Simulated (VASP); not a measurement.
# TePb (Fm-3m) in VASP: settings compared, part 2 of 2

VASP 6.6.1.

## 4. Single point, r2SCAN+rVV10

This run uses another cell than the first one, of 34.17 Å³/atom.

The input, POSCAR:

```
TePb
1.0
    0.0000000000      3.2450363195      3.2450363195
    3.2450363195      0.0000000000      3.2450363195
    3.2450363195      3.2450363195      0.0000000000
Pb Te
1 1
Direct
    0.0000000000      0.0000000000      0.0000000000
    0.5000000000      0.5000000000      0.5000000000
```

The input, INCAR.step1:

```
PREC = Accurate ; ENCUT = 520
ISMEAR = -1 ; SIGMA = 0.05
LREAL = False ; LASPH = True
NELM = 60 ; NBANDS = 17
GGA = PE ; ALGO = Normal
EDIFF = 1E-4 ; LWAVE = True
LCHARG = False
```

The input, INCAR.step2:

```
PREC = Accurate ; ENCUT = 520
EDIFF = 1E-6 ; ISMEAR = -1
SIGMA = 0.05 ; LREAL = False
LASPH = True ; NELM = 60
ALGO = Normal ; ISIF = 2
LWAVE = False ; LCHARG = False
METAGGA = R2SCAN ; LMIXTAU = True
LUSE_VDW = True ; IVDW_NL = 2
BPARAM = 11.95 ; CPARAM = 0.0093
NBANDS = 17 ; ISTART = 1
```

The input, KPOINTS:

```
regular mesh
0
Gamma
  7 7 7
```

Potentials or basis: VASP PAW PBE potentials, release 64 (Pb_d, Te).

Started as:

```sh
cat potpaw_PBE.64/Pb_d/POTCAR potpaw_PBE.64/Te/POTCAR > POTCAR
cp INCAR.step1 INCAR
mpirun -np 1 vasp_std > vasp.out
cp INCAR.step2 INCAR
mpirun -np 1 vasp_std > vasp.out
```

OUTCAR:

```text
PREC = Accurate
   ENCUT = 520
   EDIFF = 1E-6
   ISMEAR = -1
   LREAL = False
   LASPH = True
   NELM = 60
   ISIF = 2
   METAGGA = R2SCAN
   IVDW_NL = 2
   BPARAM = 11.95
   ISTART = 1

 ion  position               nearest neighbor table
   1  0.000  0.000  0.000-   2 3.25   2 3.25   2 3.25   2 3.25   2 3.25   2 3.25
   2  0.500  0.500  0.500-   1 3.25   1 3.25   1 3.25   1 3.25   1 3.25   1 3.25

  LATTYP: Found a face centered cubic cell.
 ALAT       =     6.4900726390

  Lattice vectors:

 A1 = (   0.0000000000,   3.2450363195,   3.2450363195)
 A2 = (   3.2450363195,   0.0000000000,   3.2450363195)
 A3 = (   3.2450363195,   3.2450363195,   0.0000000000)

Analysis of symmetry for initial positions (statically):
=====================================================================
 Subroutine PRICEL returns:
 Original cell was already a primitive cell.

 Routine SETGRP: Setting up the symmetry group for a
 face centered cubic supercell.

 Subroutine GETGRP returns: Found 48 space group operations
 (whereof 48 operations were pure point group operations)
 out of a pool of 48 trial point group operations.

The static configuration has the point symmetry O_h .

Analysis of symmetry for dynamics (positions and initial velocities):
=====================================================================
 Subroutine PRICEL returns:
 Original cell was already a primitive cell.

 Routine SETGRP: Setting up the symmetry group for a
 face centered cubic supercell.

 Subroutine GETGRP returns: Found 48 space group operations
 (whereof 48 operations were pure point group operations)
 out of a pool of 48 trial point group operations.

The dynamic configuration has the point symmetry O_h .

 Subroutine INISYM returns: Found 48 space group operations
 (whereof 48 operations are pure point group operations),
 and found     1 'primitive' translations

----------------------------------------------------------------------------------------

                                     Primitive cell

  volume of cell :      68.3422

  direct lattice vectors                    reciprocal lattice vectors
     0.000000000  3.245036320  3.245036320    -0.154081480  0.154081480  0.154081480
     3.245036320  0.000000000  3.245036320     0.154081480 -0.154081480  0.154081480
     3.245036320  3.245036320  0.000000000     0.154081480  0.154081480 -0.154081480

  length of vectors
     4.589174373  4.589174373  4.589174373     0.266876953  0.266876953  0.266876953

  position of ions in fractional coordinates (direct lattice)
     0.000000000  0.000000000  0.000000000
     0.500000000  0.500000000  0.500000000

  ion indices of the primitive-cell ions
   primitive index   ion index
                 1           1
                 2           2

----------------------------------------------------------------------------------------

 KPOINTS: regular mesh

Automatic generation of k-mesh.
 Grid dimensions read from file:
 generate k-points for:    7    7    7

 Generating k-lattice:

  Cartesian coordinates                     Fractional coordinates (reciprocal lattice)
    -0.022011640  0.022011640  0.022011640     0.142857143  0.000000000  0.000000000
     0.022011640 -0.022011640  0.022011640     0.000000000  0.142857143  0.000000000
     0.022011640  0.022011640 -0.022011640     0.000000000  0.000000000  0.142857143

  Length of vectors
     0.038125279  0.038125279  0.038125279

  Shift w.r.t. Gamma in fractional coordinates (k-lattice)
     0.000000000  0.000000000  0.000000000

 Subroutine IBZKPT returns following result:
 ===========================================

 Found     20 irreducible k-points:

 Following reciprocal coordinates:
            Coordinates               Weight
  0.000000  0.000000  0.000000      1.000000
  0.142857  0.000000  0.000000      8.000000
  0.285714  0.000000  0.000000      8.000000
  0.428571  0.000000  0.000000      8.000000
  0.142857  0.142857  0.000000      6.000000
  0.285714  0.142857  0.000000     24.000000
[... 12 lines left out ...]
 -0.428571  0.428571  0.142857     24.000000
 -0.285714  0.428571  0.142857     24.000000
   k-points           NKPTS =     20   k-points in BZ     NKDIM =     20   number of bands    NBANDS=     17
   number of dos      NEDOS =    301   number of ions     NIONS =      2
   total plane-waves  NPLWV =  46656
   dimension x,y,z NGX =    36 NGY =   36 NGZ =   36
   dimension x,y,z NGXF=    72 NGYF=   72 NGZF=   72
   ions per type =               1   1
   NGX,Y,Z   is equivalent  to a cutoff of  13.04, 13.04, 13.04 a.u.
   NGXF,Y,Z  is equivalent  to a cutoff of  26.08, 26.08, 26.08 a.u.
 SYSTEM =  unknown system
   PREC   = accura    normal or accurate (medium, high low for compatibility)
   ISTART =      1    job   : 0-new  1-cont  2-samecut
   ICHARG =      0    charge: 1-file 2-atom 10-const
   ISPIN  =      1    spin polarized calculation?
   LNONCOLLINEAR =      F non collinear calculations
   LSORBIT =      F    spin-orbit coupling
   LASPH  =      T    aspherical Exc in radial PAW
   ENCUT  =  520.0 eV  38.22 Ry    6.18 a.u.   8.53  8.53  8.53*2*pi/ulx,y,z
   NELM   =     60;   NELMIN=  2; NELMDL=  0     # of ELM steps
   EDIFF  = 0.1E-05   stopping-criterion for ELM
   LREAL  =      F    real-space projection
   EDIFFG = 0.1E-04   stopping-criterion for IOM
   NSW    =      0    number of steps for IOM
   IBRION =     -1    ionic relax: 0-MD 1-quasi-New 2-CG
   NFREE  =      0    steps in history (QN), initial steepest desc. (CG)
   ISIF   =      2    stress and relaxation
   ISYM   =      2    0-nonsym 1-usesym 2-fastsym
   POTIM  = 0.5000    time-step for ionic-motion
   TEBEG  =    0.0;   TEEND  =   0.0 temperature during run
   PSTRESS=    0.0 pullay stress
   NELECT =      20.0000    total number of electrons
   NUPDOWN=      -1.0000    fix difference up-down
   EMIN   =  10.00;   EMAX   =-10.00  energy-range for DOS
   EFERMI =   0.00;   METHOD = LEGACY
   ISMEAR =    -1;   SIGMA  =   0.05  broadening in eV -4-tet -1-fermi 0-gaus
   EFERMI_NEDOS =   21; number of points for ismear=-14 and -15
   IALGO  =     38    algorithm
   IMIX   =      4    mixing-type and parameters
     AMIX     =   0.40;   BMIX     =  1.00
     AMIX_MAG =   1.60;   BMIX_MAG =  1.00
  volume/ion in A,a.u.               =      34.17       230.60
  Fermi-wavevector in a.u.,A,eV,Ry     =   1.086898  2.053939 16.073191  1.181346
  Thomas-Fermi vector in A             =   2.223045
   LORBIT       =      0    0 simple, 1 ext, 2 COOP (PROOUT), +10 PAW based schemes
   METAGGA = R2SCAN    functional components
   LHFCALC =     F    Hartree Fock is set to
   AEXX    =    0.0000 exact exchange contribution
   IVDW_NL    =     2    kernel type
   BPARAM     =11.9500
   IVDW    =     0    specifies the selected vdW correction
   LEPSILON=     F    determine dielectric tensor
   LRPA    =     F    only Hartree local field effects (RPA)
 non-spin polarized calculation
  energy-cutoff  :      520.00
  volume of cell :       68.34
 maximum number of plane-waves:      1865
 NGX is ok and might be reduce to    36
   NGX = 17   NGY = 17   NGZ = 17

 number of electron      20.0000003 magnetization

 Free energy of the ion-electron system (eV)
  ---------------------------------------------------
  ext. energy  EPLUGINS =         0.00000000
  ---------------------------------------------------
  free energy    TOTEN  =       -82.14345624 eV

  energy without entropy =      -82.14345601  energy(sigma->0) =      -82.14345612

 E-fermi :   5.8702     XC(G=0):  -9.8031

 val. band max:        5.2368828303   @ k =   0.4286   0.0000   0.0000
 cond. band min:       6.4966636394   @ k =   0.4286   0.0000   0.0000
 fundamental gap:      1.2597808090
 Fermi energy:         5.8701803207

 k-point     1 :       0.0000    0.0000    0.0000
  band No.  band energies     occupation
      1     -11.9917      2.00000
      2     -11.9917      2.00000
      3     -11.9801      2.00000
      4     -11.9801      2.00000
      5     -11.9801      2.00000
      6      -7.0813      2.00000
[... 9 lines left out ...]
     16      11.5000      0.00000
     17      13.1027      0.00000
[... 361 lines left out ...]
 k-point    20 :      -0.2857    0.4286    0.1429
  band No.  band energies     occupation
      1     -12.0365      2.00000
      2     -11.9945      2.00000
      3     -11.9758      2.00000
      4     -11.9689      2.00000
      5     -11.9565      2.00000
      6      -5.2158      2.00000
[... 9 lines left out ...]
     16      16.1312      0.00000
     17      16.6508      0.00000

------------------------ aborting loop because EDIFF is reached ----------------------------------------

  FORCE on cell =-STRESS in cart. coord.  units (eV):
  Direction    XX          YY          ZZ          XY          YZ          ZX
  --------------------------------------------------------------------------------------
  -------------------------------------------------------------------------------------
  Total        0.0720505      0.0720505      0.0720505      0.0000000     -0.0000000      0.0000000
  in kB        1.6891136      1.6891136      1.6891136      0.0000000     -0.0000000      0.0000000
  external PRESSURE =       1.6891136 kB  Pullay stress =       0.0000000 kB

 VOLUME and BASIS-vectors are now :
 -----------------------------------------------------------------------------
  energy-cutoff  :      520.00
  volume of cell :       68.34
      direct lattice vectors                 reciprocal lattice vectors
     0.000000000  3.245036320  3.245036320    -0.154081480  0.154081480  0.154081480
     3.245036320  0.000000000  3.245036320     0.154081480 -0.154081480  0.154081480
     3.245036320  3.245036320  0.000000000     0.154081480  0.154081480 -0.154081480

 POSITION                                       TOTAL-FORCE (eV/Angst)
 -----------------------------------------------------------------------------------
      0.00000      0.00000      0.00000         0.000000     -0.000000      0.000000
      3.24504      3.24504      3.24504        -0.000000      0.000000     -0.000000
 -----------------------------------------------------------------------------------
    total drift:                               -0.000000      0.000000      0.000000

  FREE ENERGIE OF THE ION-ELECTRON SYSTEM (eV)
  ---------------------------------------------------
  free  energy   TOTEN  =       -82.1434562404 eV

  energy  without entropy=      -82.1434560054  energy(sigma->0) =      -82.14345612
```

Wall time 4.9 min (1 thread of Intel Xeon 8259CL, shared host); peak memory 0.37 GiB.

Results:

* Free energy: -82.1435 eV
* Pressure: 0.2 GPa

Levels at points of the mesh, in eV from the Fermi level:
```
           k point  band 6  band 7  band 8  band 9  band 10  band 11  band 12  band 13  band 14  band 15
(0.00, 0.00, 0.00)  -12.95   -6.20   -1.99   -1.99    -1.99     3.79     3.79     3.79     5.63     5.63
```

Caveat: this odd mesh misses L, so gap, dielectric constants and Born charges aren't listed; the PAW data sets were made with another functional, which shifts forces and pressure a little; spin-orbit coupling is left out, which moves the levels of the heavy elements.

## 5. Single point, r2SCAN

This run uses another cell than the first one, of 34.40 Å³/atom.

The input, POSCAR:

```
TePb
1.0
    0.0000000000      3.2523979746      3.2523979746
    3.2523979746      0.0000000000      3.2523979746
    3.2523979746      3.2523979746      0.0000000000
Pb Te
1 1
Direct
    0.0000000000      0.0000000000      0.0000000000
    0.5000000000      0.5000000000      0.5000000000
```

The input, INCAR.step1:

```
PREC = Accurate
ENCUT = 520
ISMEAR = -1
SIGMA = 0.05
LREAL = False
LASPH = True
NELM = 100
NBANDS = 17
GGA = PE
ALGO = Normal
EDIFF = 1E-4
LWAVE = True
LCHARG = False
```

The input, INCAR.step2:

```
PREC = Accurate
ENCUT = 520
EDIFF = 1E-7
ISMEAR = -1
SIGMA = 0.05
LREAL = False
LASPH = True
NELM = 100
ALGO = Normal
ISIF = 2
LWAVE = False
LCHARG = True
METAGGA = R2SCAN
LMIXTAU = True
LELF = True
LVHAR = True
NBANDS = 17
ISTART = 1
```

KPOINTS is that of step 4.

Started as:

```sh
cat potpaw_PBE.64/Pb_d/POTCAR potpaw_PBE.64/Te/POTCAR > POTCAR
cp INCAR.step1 INCAR
mpirun -np 1 vasp_std > vasp.out
cp INCAR.step2 INCAR
mpirun -np 1 vasp_std > vasp.out
```

Run time: 4.8 min. Hardware: 1 thread of Intel Xeon 8259CL, shared host; peak memory 0.2 GiB.

The run converged. Its results:

```yaml
Free_energy: -82.7048 eV
Pressure: 0.6 GPa
```

Levels at points of the mesh, in eV from the Fermi level:
```csv
k point,band 6,band 7,band 8,band 9,band 10,band 11,band 12,band 13,band 14,band 15
"(0.00, 0.00, 0.00)",-12.91,-6.25,-1.98,-1.98,-1.98,3.76,3.76,3.76,5.66,5.66
```

Caveat: this odd mesh misses L, so gap, dielectric constants and Born charges aren't listed; the PAW data sets were made with another functional, which shifts forces and pressure a little; spin-orbit coupling is left out, which moves the levels of the heavy elements.

## 6. Summary

```csv
level,spin,cell,k mesh,cutoff (eV),smearing,pressure (GPa)
PBE exchange alone,"non-collinear, zero start, SOC","a = 4.508 Å, angles 60.0°, 2 atoms","5 × 5 × 5, shifted",500,fermi-dirac 0.15 eV,12.8
r2SCAN,off,"a = 4.569 Å, angles 60.0°, 2 atoms",7 × 7 × 7,520,fermi-dirac 0.05 eV,1.5
r2SCAN+rVV10,off,"a = 4.589 Å, angles 60.0°, 2 atoms",7 × 7 × 7,520,fermi-dirac 0.05 eV,0.2
r2SCAN,off,"a = 4.600 Å, angles 60.0°, 2 atoms",7 × 7 × 7,520,fermi-dirac 0.05 eV,0.6
```

Alike in all rows: task single point; potentials or basis VASP PAW PBE potentials, release 64 (Pb_d, Te).

Caveats: the PAW data sets were made with another functional, which shifts forces and pressure a little (at least some runs); spin-orbit coupling is left out, which moves the levels of the heavy elements (at least some runs); the cell stands under pressure (at least some runs).

Total energies depend on the potentials used, so only differences within one code and one set of settings carry meaning.
